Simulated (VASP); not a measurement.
# Nb in VASP: notebook

Nb is run at these levels: PBE; tasks: single point.

Program: VASP 6.6.1. These are calculated values, not measurements. Logs are shortened: lines on timing, memory, paths and dates and some standing lists are left out, and cuts for length are marked.

## (1) The cell of the first run

The cell holds a slab with vacuum, 1 atom: a = 2.868 Å, b = 2.868 Å, c = 16.000 Å, α = 90.00°, β = 90.00°, γ = 109.47°.

## (2) Single point, PBE

File INCAR:

```
ALGO = Normal
DIPOL = 0.5 0.5 0.500
EDIFF = 1E-6
ENCUT = 520
GGA = PE
IDIPOL = 3
ISIF = 2
ISMEAR = -1
LASPH = T
LCHARG = F
LDIPOL = T
LREAL = F
LWAVE = F
NBANDS = 12
NELM = 80
PREC = Accurate
SIGMA = 0.08
```

File KPOINTS:

```
k-points
0
Gamma
  13 13 1
```

File POSCAR:

```
Nb
1.0
    2.8679417329      0.0000000000      0.0000000000
   -0.9559805776      2.7039213966      0.0000000000
    0.0000000000      0.0000000000     16.0000000000
Nb
1
Direct
    0.0000000000      0.0000000000      0.5000000000
```

Potentials or basis: VASP PAW PBE potentials, release 64 (Nb_sv).

Run with:

```console
cat potpaw_PBE.64/Nb_sv/POTCAR > POTCAR
mpirun -np 1 vasp_std > vasp.out
```

OUTCAR:

```text
EDIFF = 1E-6
   ENCUT = 520
   GGA = PE
   ISIF = 2
   ISMEAR = -1
   LASPH = T
   LREAL = F
   NELM = 80
   PREC = Accurate

 ion  position               nearest neighbor table
   1  0.000  0.000  0.500-

  LATTYP: Found a base centered orthorhombic cell.
 ALAT       =     3.3116138631
 B/A-ratio  =     1.4142135623
 C/A-ratio  =     4.8314811634

  Lattice vectors:

 A1 = (   2.8679417329,   0.0000000000,   0.0000000000)
 A2 = (  -0.9559805776,   2.7039213966,   0.0000000000)
 A3 = (   0.0000000000,   0.0000000000,  16.0000000000)

Analysis of symmetry for initial positions (statically):
=====================================================================
 Subroutine PRICEL returns:
 Original cell was already a primitive cell.

 Routine SETGRP: Setting up the symmetry group for a
 base centered orthorhombic supercell.

 Subroutine GETGRP returns: Found  8 space group operations
 (whereof  8 operations were pure point group operations)
 out of a pool of  8 trial point group operations.

The static configuration has the point symmetry D_2h.

Analysis of symmetry for dynamics (positions and initial velocities):
=====================================================================
 Subroutine PRICEL returns:
 Original cell was already a primitive cell.

 Routine SETGRP: Setting up the symmetry group for a
 base centered orthorhombic supercell.

 Subroutine GETGRP returns: Found  8 space group operations
 (whereof  8 operations were pure point group operations)
 out of a pool of  8 trial point group operations.

The dynamic configuration has the point symmetry D_2h.

 Subroutine INISYM returns: Found  8 space group operations
 (whereof  8 operations are pure point group operations),
 and found     1 'primitive' translations

----------------------------------------------------------------------------------------

                                     Primitive cell

  volume of cell :     124.0750

  direct lattice vectors                    reciprocal lattice vectors
     2.867941733  0.000000000  0.000000000     0.348682119  0.123277745  0.000000000
    -0.955980578  2.703921397  0.000000000     0.000000000  0.369833236  0.000000000
     0.000000000  0.000000000 16.000000000     0.000000000  0.000000000  0.062500000

  length of vectors
     2.867941733  2.867941733 16.000000000     0.369833236  0.369833236  0.062500000

  position of ions in fractional coordinates (direct lattice)
     0.000000000  0.000000000  0.500000000

  ion indices of the primitive-cell ions
   primitive index   ion index
                 1           1

----------------------------------------------------------------------------------------

 KPOINTS: k-points

Automatic generation of k-mesh.
 Grid dimensions read from file:
 generate k-points for:   13   13    1

 Generating k-lattice:

  Cartesian coordinates                     Fractional coordinates (reciprocal lattice)
     0.026821701  0.009482903  0.000000000     0.076923077  0.000000000  0.000000000
     0.000000000  0.028448710  0.000000000     0.000000000  0.076923077  0.000000000
     0.000000000  0.000000000  0.062500000     0.000000000  0.000000000  1.000000000

  Length of vectors
     0.028448710  0.028448710  0.062500000

  Shift w.r.t. Gamma in fractional coordinates (k-lattice)
     0.000000000  0.000000000  0.000000000

 Subroutine IBZKPT returns following result:
 ===========================================

 Found     49 irreducible k-points:

 Following reciprocal coordinates:
            Coordinates               Weight
  0.000000  0.000000  0.000000      1.000000
  0.076923  0.000000  0.000000      4.000000
  0.153846  0.000000  0.000000      4.000000
  0.230769  0.000000  0.000000      4.000000
  0.307692  0.000000  0.000000      4.000000
  0.384615 -0.000000  0.000000      4.000000
[... 16 lines left out ...]
  0.384615  0.153846  0.000000      4.000000
  0.461538  0.153846  0.000000      4.000000
 [... further k-points ...]
   k-points           NKPTS =     49   k-points in BZ     NKDIM =     49   number of bands    NBANDS=     12
   number of dos      NEDOS =    301   number of ions     NIONS =      1
   total plane-waves  NPLWV =  69120
   dimension x,y,z NGX =    24 NGY =   24 NGZ =  120
   dimension x,y,z NGXF=    48 NGYF=   48 NGZF=  240
   ions per type =               1
   NGX,Y,Z   is equivalent  to a cutoff of  13.91, 13.91, 12.47 a.u.
   NGXF,Y,Z  is equivalent  to a cutoff of  27.82, 27.82, 24.94 a.u.
 SYSTEM =  unknown system
   PREC   = accura    normal or accurate (medium, high low for compatibility)
   ISTART =      0    job   : 0-new  1-cont  2-samecut
   ICHARG =      2    charge: 1-file 2-atom 10-const
   ISPIN  =      1    spin polarized calculation?
   LNONCOLLINEAR =      F non collinear calculations
   LSORBIT =      F    spin-orbit coupling
   LASPH  =      T    aspherical Exc in radial PAW
   ENCUT  =  520.0 eV  38.22 Ry    6.18 a.u.   5.33  5.33 29.75*2*pi/ulx,y,z
   NELM   =     80;   NELMIN=  2; NELMDL= -5     # of ELM steps
   EDIFF  = 0.1E-05   stopping-criterion for ELM
   LREAL  =      F    real-space projection
   EDIFFG = 0.1E-04   stopping-criterion for IOM
   NSW    =      0    number of steps for IOM
   IBRION =     -1    ionic relax: 0-MD 1-quasi-New 2-CG
   NFREE  =      0    steps in history (QN), initial steepest desc. (CG)
   ISIF   =      2    stress and relaxation
   ISYM   =      2    0-nonsym 1-usesym 2-fastsym
   POTIM  = 0.5000    time-step for ionic-motion
   TEBEG  =    0.0;   TEEND  =   0.0 temperature during run
   PSTRESS=    0.0 pullay stress
   NELECT =      13.0000    total number of electrons
   NUPDOWN=      -1.0000    fix difference up-down
   EMIN   =  10.00;   EMAX   =-10.00  energy-range for DOS
   EFERMI =   0.00;   METHOD = LEGACY
   ISMEAR =    -1;   SIGMA  =   0.08  broadening in eV -4-tet -1-fermi 0-gaus
   EFERMI_NEDOS =   21; number of points for ismear=-14 and -15
   IALGO  =     38    algorithm
   IMIX   =      4    mixing-type and parameters
     AMIX     =   0.40;   BMIX     =  1.00
     AMIX_MAG =   1.60;   BMIX_MAG =  1.00
  volume/ion in A,a.u.               =     124.08       837.30
  Fermi-wavevector in a.u.,A,eV,Ry     =   0.771782  1.458456  8.104270  0.595647
  Thomas-Fermi vector in A             =   1.873273
   LORBIT       =      0    0 simple, 1 ext, 2 COOP (PROOUT), +10 PAW based schemes
   GGA     = PE    functional components
   LHFCALC =     F    Hartree Fock is set to
   AEXX    =    0.0000 exact exchange contribution
   IVDW    =     0    specifies the selected vdW correction
   LEPSILON=     F    determine dielectric tensor
   LRPA    =     F    only Hartree local field effects (RPA)
 non-spin polarized calculation
  energy-cutoff  :      520.00
  volume of cell :      124.08
 maximum number of plane-waves:      3367
 NGX is ok and might be reduce to    24
   NGX = 11   NGY = 11   NGZ = 59

 dipolmoment           0.000000      0.000000     -0.000000 electrons x Angstroem

 number of electron      13.0000000 magnetization

 dipolmoment           0.000000      0.000000      0.000000 electrons x Angstroem

 Free energy of the ion-electron system (eV)
  ---------------------------------------------------
  ext. energy  EPLUGINS =         0.00000000
  ---------------------------------------------------
  free energy    TOTEN  =        -7.67223636 eV

  energy without entropy =       -7.62826736  energy(sigma->0) =       -7.65025186

 E-fermi :  -2.0611     XC(G=0):  -3.1611

 val. band max:       -2.0613221752   @ k =   0.3077   0.3077   0.0000
 cond. band min:      -2.0306542408   @ k =   0.2308   0.0000   0.0000
 fundamental gap:      0.0306679344
 Fermi energy:        -2.0611033842

 k-point     1 :       0.0000    0.0000    0.0000
  band No.  band energies     occupation
      1     -57.1324      2.00000
      2     -33.3937      2.00000
      3     -32.6695      2.00000
      4     -32.3759      2.00000
      5      -6.1533      2.00000
      6      -3.0824      1.99999
      7      -2.8402      1.99988
      8      -1.4322      0.00077
      9       0.3976      0.00000
     10       0.4751      0.00000
     11       1.0240      0.00000
     12       2.1082      0.00000

 k-point     2 :       0.0769    0.0000    0.0000
  band No.  band energies     occupation
      1     -57.1260      2.00000
      2     -33.3872      2.00000
      3     -32.6985      2.00000
      4     -32.4049      2.00000
      5      -5.9648      2.00000
      6      -3.0355      1.99999
      7      -2.7542      1.99965
      8      -1.5720      0.00442
      9       0.3590      0.00000
     10       0.5380      0.00000
     11       0.9695      0.00000
     12       2.2236      0.00000

 k-point     3 :       0.1538    0.0000    0.0000
  band No.  band energies     occupation
      1     -57.1081      2.00000
      2     -33.3689      2.00000
      3     -32.8017      2.00000
      4     -32.4603      2.00000
      5      -5.4569      2.00000
      6      -2.9289      1.99996
      7      -2.4786      1.98923
      8      -1.9585      0.43425
      9       0.3436      0.00000
     10       0.7130      0.00000
     11       0.9317      0.00000
     12       2.5688      0.00000
[... 286 lines left out ...]
 k-point    23 :       0.3846    0.1538    0.0000
  band No.  band energies     occupation
      1     -57.0103      2.00000
      2     -33.3483      2.00000
      3     -33.2698      2.00000
      4     -32.7359      2.00000
      5      -3.7026      2.00000
      6      -3.2085      2.00000
      7      -1.2130      0.00005
      8      -0.7868      0.00000
      9      -0.6274      0.00000
     10       2.4430      0.00000
     11       4.2328      0.00000
     12       6.1267      0.00000

 k-point    24 :       0.4615    0.1538    0.0000
  band No.  band energies     occupation
      1     -57.0013      2.00000
      2     -33.4165      2.00000
      3     -33.2616      2.00000
      4     -32.7243      2.00000
      5      -3.6666      2.00000
      6      -3.3426      2.00000
      7      -1.3003      0.00015
      8      -0.8196      0.00000
      9      -0.4992      0.00000
     10       3.0531      0.00000
     11       4.6071      0.00000
     12       5.7485      0.00000

 [... further k-points ...]

------------------------ aborting loop because EDIFF is reached ----------------------------------------

 vacuum level on the upper side and lower side of the slab       (xc-potential included)        -0.143        -0.143

  FORCE on cell =-STRESS in cart. coord.  units (eV):
  Direction    XX          YY          ZZ          XY          YZ          ZX
  --------------------------------------------------------------------------------------
  -------------------------------------------------------------------------------------
  Total       -4.5351949     -4.5352130     -0.0124154     -0.0000257      0.0000000      0.0000000
  in kB      -58.5628450    -58.5630795     -0.1603199     -0.0003316      0.0000000      0.0000000
  external PRESSURE =     -39.0954148 kB  Pullay stress =       0.0000000 kB

 VOLUME and BASIS-vectors are now :
 -----------------------------------------------------------------------------
  energy-cutoff  :      520.00
  volume of cell :      124.08
      direct lattice vectors                 reciprocal lattice vectors
     2.867941733  0.000000000  0.000000000     0.348682119  0.123277745  0.000000000
    -0.955980578  2.703921397  0.000000000     0.000000000  0.369833236  0.000000000
     0.000000000  0.000000000 16.000000000     0.000000000  0.000000000  0.062500000

 POSITION                                       TOTAL-FORCE (eV/Angst)
 -----------------------------------------------------------------------------------
      0.00000      0.00000      8.00000        -0.000000      0.000000      0.000000
 -----------------------------------------------------------------------------------
    total drift:                                0.000000     -0.000000      0.000000

  FREE ENERGIE OF THE ION-ELECTRON SYSTEM (eV)
  ---------------------------------------------------
  free  energy   TOTEN  =        -7.6722363605 eV

  energy  without entropy=       -7.6282673592  energy(sigma->0) =       -7.65025186

 vacuum level on the upper side and lower side of the slab         2.444         2.444
```

Wall time 60 s (1 thread of AMD EPYC 9R45 (Zen 5), shared host); peak memory 0.24 GiB.

Results:

```
Free energy            : -7.6722 eV
Band gap on the k mesh : zero (an odd number of electrons rules out a gap without spin polarisation)
```

Levels at points of the mesh, in eV from the Fermi level:
```tsv
k point	band 4	band 5	band 6	band 7	band 8	band 9
(0.00, 0.00, 0.00)	-30.31	-4.09	-1.02	-0.78	0.63	2.46
```

## (3) Single point, PBE

File INCAR:

```
PREC = Accurate ; ENCUT = 520
EDIFF = 1E-6 ; ISMEAR = -1
SIGMA = 0.08 ; LREAL = F
LASPH = T ; NELM = 100
ALGO = Normal ; ISIF = 2
LWAVE = F ; LCHARG = F
LDIPOL = T ; IDIPOL = 3
DIPOL = 0.5 0.5 0.500 ; GGA = PE
NBANDS = 12 ; EFIELD = -0.3
```

File KPOINTS:

```
Automatic mesh
0
Gamma
  13 13 1
```

POSCAR is that of step 2.

Potentials or basis: VASP PAW PBE potentials, release 64 (Nb_sv).

Run with:

```console
cat potpaw_PBE.64/Nb_sv/POTCAR > POTCAR
mpirun -np 1 vasp_std > vasp.out
```

Wall time 62 s (1 thread of AMD EPYC 9R45 (Zen 5), shared host); peak memory 0.23 GiB.

It converged, with:

```
Free energy            : -7.6809 eV
Band gap on the k mesh : zero (an odd number of electrons rules out a gap without spin polarisation)
```

Levels at points of the mesh, in eV from the Fermi level:
| k point | band 4 | band 5 | band 6 | band 7 | band 8 | band 9 |
| --- | --- | --- | --- | --- | --- | --- |
| (0.00, 0.00, 0.00) | -30.32 | -4.09 | -1.02 | -0.78 | 0.63 | 2.46 |

## (4) Single point, PBE

File INCAR:

```
SYSTEM = Nb
PREC = Accurate ; ENCUT = 520
EDIFF = 1E-6 ; ISMEAR = -1
SIGMA = 0.08 ; LREAL = .FALSE.
LASPH = .TRUE. ; NELM = 80
ALGO = Normal ; ISIF = 2
LWAVE = .FALSE. ; LCHARG = .FALSE.
LDIPOL = .TRUE. ; IDIPOL = 3
DIPOL = 0.5 0.5 0.500 ; GGA = PE
NBANDS = 12 ; EFIELD = -0.3
```

File KPOINTS:

```
regular mesh
0
G
  13 13 1
  0 0 0
```

POSCAR is that of step 3.

Potentials or basis: VASP PAW PBE potentials, release 64 (Nb_sv).

Run with:

```console
cat potpaw_PBE.64/Nb_sv/POTCAR > POTCAR
mpirun -np 1 vasp_std > vasp.out
```

OUTCAR:

```text
SYSTEM = Nb
   PREC = Accurate
   ENCUT = 520
   EDIFF = 1E-6
   ISMEAR = -1
   LREAL = .FALSE.
   LASPH = .TRUE.
   NELM = 80
   ISIF = 2
   GGA = PE

 ion  position               nearest neighbor table
   1  0.000  0.000  0.500-

  LATTYP: Found a base centered orthorhombic cell.
 ALAT       =     3.3116138631
 B/A-ratio  =     1.4142135623
 C/A-ratio  =     4.8314811634

  Lattice vectors:

 A1 = (   2.8679417329,   0.0000000000,   0.0000000000)
 A2 = (  -0.9559805776,   2.7039213966,   0.0000000000)
 A3 = (   0.0000000000,   0.0000000000,  16.0000000000)

Analysis of symmetry for initial positions (statically):
=====================================================================
 Subroutine PRICEL returns:
 Original cell was already a primitive cell.

 Routine SETGRP: Setting up the symmetry group for a
 base centered orthorhombic supercell.

 Subroutine GETGRP returns: Found  8 space group operations
 (whereof  8 operations were pure point group operations)
 out of a pool of  8 trial point group operations.

The static configuration has the point symmetry D_2h.

Analysis of symmetry for dynamics (positions and initial velocities):
=====================================================================
 An external electric field (EFIELD) may reduce the allowed symmetry operations
 Subroutine PRICEL returns:
 Original cell was already a primitive cell.

 Routine SETGRP: Setting up the symmetry group for a
 base centered orthorhombic supercell.

 Subroutine GETGRP returns: Found  4 space group operations
 (whereof  4 operations were pure point group operations)
 out of a pool of  8 trial point group operations.

The dynamic configuration has the point symmetry C_2v.

 Subroutine INISYM returns: Found  4 space group operations
 (whereof  4 operations are pure point group operations),
 and found     1 'primitive' translations

----------------------------------------------------------------------------------------
[... 122 lines left out ...]
 non-spin polarized calculation
  energy-cutoff  :      520.00
  volume of cell :      124.08
 maximum number of plane-waves:      3367
 NGX is ok and might be reduce to    24
   NGX = 11   NGY = 11   NGZ = 59

 number of electron      13.0000000 magnetization

 dipolmoment           0.000000      0.000000     -0.057939 electrons x Angstroem

 Free energy of the ion-electron system (eV)
  ---------------------------------------------------
  ext. energy  EPLUGINS =         0.00000000
  ---------------------------------------------------
  free energy    TOTEN  =        -7.68091971 eV

  energy without entropy =       -7.63697838  energy(sigma->0) =       -7.65894905

 E-fermi :  -2.0684     XC(G=0):  -3.1563

 val. band max:       -2.0696997786   @ k =   0.3077   0.3077   0.0000
 cond. band min:      -2.0381869448   @ k =   0.2308   0.0000   0.0000
 fundamental gap:      0.0315128338
 Fermi energy:        -2.0684197821

 k-point     1 :       0.0000    0.0000    0.0000
  band No.  band energies     occupation
      1     -57.1413      2.00000
      2     -33.4031      2.00000
      3     -32.6780      2.00000
      4     -32.3845      2.00000
      5      -6.1611      2.00000
      6      -3.0905      1.99999
      7      -2.8504      1.99989
      8      -1.4411      0.00079
      9       0.3894      0.00000
     10       0.4664      0.00000
     11       1.0153      0.00000
     12       1.5638      0.00000
[... 331 lines left out ...]
 k-point    24 :       0.4615    0.1538    0.0000
  band No.  band energies     occupation
      1     -57.0102      2.00000
      2     -33.4250      2.00000
      3     -33.2709      2.00000
      4     -32.7328      2.00000
      5      -3.6746      2.00000
      6      -3.3507      2.00000
      7      -1.3082      0.00015
      8      -0.8276      0.00000
      9      -0.5076      0.00000
     10       3.0445      0.00000
     11       4.5854      0.00000
     12       5.7362      0.00000

 [... further k-points ...]

------------------------ aborting loop because EDIFF is reached ----------------------------------------

 vacuum level on the upper side and lower side of the slab       (xc-potential included)         1.657        -1.756

  FORCE on cell =-STRESS in cart. coord.  units (eV):
  Direction    XX          YY          ZZ          XY          YZ          ZX
  --------------------------------------------------------------------------------------
  -------------------------------------------------------------------------------------
  Total       -4.5265916     -4.5268176     -0.0270867     -0.0003196      0.0000000      0.0000000
  in kB      -58.4517507    -58.4546689     -0.3497701     -0.0041269      0.0000000      0.0000000
  external PRESSURE =     -39.0853966 kB  Pullay stress =       0.0000000 kB

 VOLUME and BASIS-vectors are now :
 -----------------------------------------------------------------------------
  energy-cutoff  :      520.00
  volume of cell :      124.08
      direct lattice vectors                 reciprocal lattice vectors
     2.867941733  0.000000000  0.000000000     0.348682119  0.123277745  0.000000000
    -0.955980578  2.703921397  0.000000000     0.000000000  0.369833236  0.000000000
     0.000000000  0.000000000 16.000000000     0.000000000  0.000000000  0.062500000

 POSITION                                       TOTAL-FORCE (eV/Angst)
 -----------------------------------------------------------------------------------
      0.00000      0.00000      8.00000         0.000000      0.000000     -0.000117
 -----------------------------------------------------------------------------------
    total drift:                                0.000000      0.000000     -0.000117

  FREE ENERGIE OF THE ION-ELECTRON SYSTEM (eV)
  ---------------------------------------------------
  free  energy   TOTEN  =        -7.6809197140 eV

  energy  without entropy=       -7.6369783776  energy(sigma->0) =       -7.65894905

 vacuum level on the upper side and lower side of the slab         4.187         0.884
```

Wall time 59 s (1 thread of AMD EPYC 9R45 (Zen 5), shared host); peak memory 0.24 GiB.

Results:

```
Free energy            : -7.6809 eV
Band gap on the k mesh : zero (an odd number of electrons rules out a gap without spin polarisation)
```

Levels at points of the mesh, in eV from the Fermi level:
```
           k point  band 4  band 5  band 6  band 7  band 8  band 9
(0.00, 0.00, 0.00)  -30.32   -4.09   -1.02   -0.78    0.63    2.46
```
